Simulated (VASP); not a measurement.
A run of VASP 6.6.1:

File INCAR:

```
PREC     = Accurate       # precision mode
ENCUT    = 520            # plane-wave cutoff, eV
EDIFF    = 1E-6           # SCF threshold, eV
ISMEAR   = -1             # smearing method
SIGMA    = 0.05           # smearing width, eV
LREAL    = F              # projectors in reciprocal space
LASPH    = T              # aspherical terms in the spheres
NELM     = 150            # most SCF steps
ALGO     = Normal         # electronic algorithm
ISIF     = 2              # what is computed and relaxed
LWAVE    = F              # write WAVECAR
LCHARG   = F              # write CHGCAR
ISPIN    = 2              # spin polarisation
MAGMOM   = -0.297 0.872 0.872 0.873 # initial moments
LORBIT   = 11             # projections on sites
NUPDOWN  = 2.32           # fixed moment
LMAXMIX  = 4              # l up to which the mixer works
GGA      = PS             # functional
NBANDS   = 32             # bands
```

The input KPOINTS:

```
Automatic mesh
0
Gamma
  10 10 10
```

Contents of POSCAR:

```
TiCo3
1.0
    3.5710000000      0.0000000000      0.0000000000
    0.0000000000      3.5710000000      0.0000000000
    0.0000000000      0.0000000000      3.5710000000
Ti Co
1 3
Direct
    0.0000000000      0.0000000000      0.0000000000
    0.0000000000      0.5000000000      0.5000000000
    0.5000000000      0.0000000000      0.5000000000
    0.5000000000      0.5000000000      0.0000000000
```

Potentials or basis: VASP PAW PBE potentials, release 64 (Ti_sv, Co).

Command:

```bash
$ cat potpaw_PBE.64/Ti_sv/POTCAR potpaw_PBE.64/Co/POTCAR > POTCAR
$ mpirun -np 1 vasp_std > vasp.out
```

Hardware: 1 thread of Intel(R) Xeon(R) Platinum 8488C (Sapphire Rapids), with other jobs on the host.

How long does it take, and how much memory?

Run time: 5.3 min on 1 thread of Intel(R) Xeon(R) Platinum 8488C (Sapphire Rapids) (shared host), peak memory 0.37 GiB. Counts: scf iterations 17, k points 126.
